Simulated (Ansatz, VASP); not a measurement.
**Two plane-wave programs on KBr**

```
K Br
1.0
     0.00000    3.42538    3.42538
     3.42538    0.00000    3.42538
     3.42538    3.42538    0.00000
K Br
1 1
Direct
  0.00000 0.00000 0.00000
  0.50000 0.50000 0.50000
```

Alike in both runs: task single point; functional PBEsol; k mesh 6 × 6 × 6; occupations gaussian, width 0.02 eV; no spin polarisation.

|  | VASP | Ansatz |
| --- | --- | --- |
| version | VASP 6.6.1 | Ansatz 0.2.0 |
| potentials or method | VASP PAW PBE potentials, release 64 (K_sv, Br), cutoff 520 eV | scalar-relativistic, plane waves, PAW |
| valence electrons in the cell | 16 | 16 |

```csv
,VASP,Ansatz,Ansatz less VASP
gap on the k mesh at the Fermi level (eV),4.03,4.03,+0.002
least direct gap on the mesh (eV),4.03,4.03,+0.002
pressure (GPa),-1.5,-1.5,-0.02
```

VASP's potentials were made for PBE, not for PBEsol.
